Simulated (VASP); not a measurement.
# SiC3: single point with PBE

Crystal: SiC3.

```
Si C
1.0
     3.77131    0.00000    0.00000
     0.00000    3.77131    0.00000
     0.00000    0.00000    3.77131
Si C
1 3
Cartesian
  0.0000 0.0000 0.0000
  1.8857 0.0000 1.8857
  0.0000 1.8857 1.8857
  1.8857 1.8857 0.0000
```

```
Program                : VASP 6.6.1
Task                   : single point
Functional             : PBE
Potentials or basis    : VASP PAW PBE potentials, release 64 (Si, C)
Cutoff                 : 520 eV
k mesh                 : 4 × 4 × 4
Occupations            : gaussian, width 0.1 eV
Spin                   : collinear spin, ferromagnetic start
Starting moments       : [0.0, 1.0, 1.0, 1.0] μB
Dipole correction      : no
Further INCAR settings : ALGO = Normal; EDIFF = 1e-06; NBANDS = 20
```

```yaml
Pressure: -26.1 GPa
Net_moment: 0.22 μB per cell
Site_moments: Si -0.01; C +0.04 μB
Valence_electrons_inside_the_program's_atomic_spheres: Si 1.38; C 1.99
```

Levels at points of the mesh, in eV from the Fermi level:
Spin up:
```
           k point  band 6  band 7  band 8  band 9  band 10  band 11
(0.00, 0.00, 0.00)   -3.89   -3.32    0.84    0.84     0.84     2.21
(0.50, 0.00, 0.00)   -2.12   -1.68   -1.68   -0.72     0.46     2.26
(0.50, 0.50, 0.00)   -1.38   -1.37   -0.65   -0.65    -0.01     0.51
(0.50, 0.50, 0.50)   -5.21   -5.21   -4.57    2.86     2.86     2.86
```
Spin down:
```tsv
k point	band 5	band 6	band 7	band 8	band 9	band 10	band 11	band 12
(0.00, 0.00, 0.00)	-3.81	-3.81	-3.31	0.97	0.97	0.97	2.26	2.26
(0.50, 0.00, 0.00)	-2.03	-2.03	-1.59	-1.59	-0.61	0.51	2.35	2.35
(0.50, 0.50, 0.00)	-1.31	-1.29	-1.29	-0.53	-0.53	0.04	0.58	2.29
(0.50, 0.50, 0.50)	-5.14	-5.14	-5.14	-4.53	3.01	3.01	3.01	3.23
```

Run time: 9.3 s on 1 thread of Intel(R) Xeon(R) 6975P-C (Granite Rapids), with other jobs on the host, peak memory 0.16 GiB.

Caveat: the k points lie up to 0.42 Å⁻¹ apart.
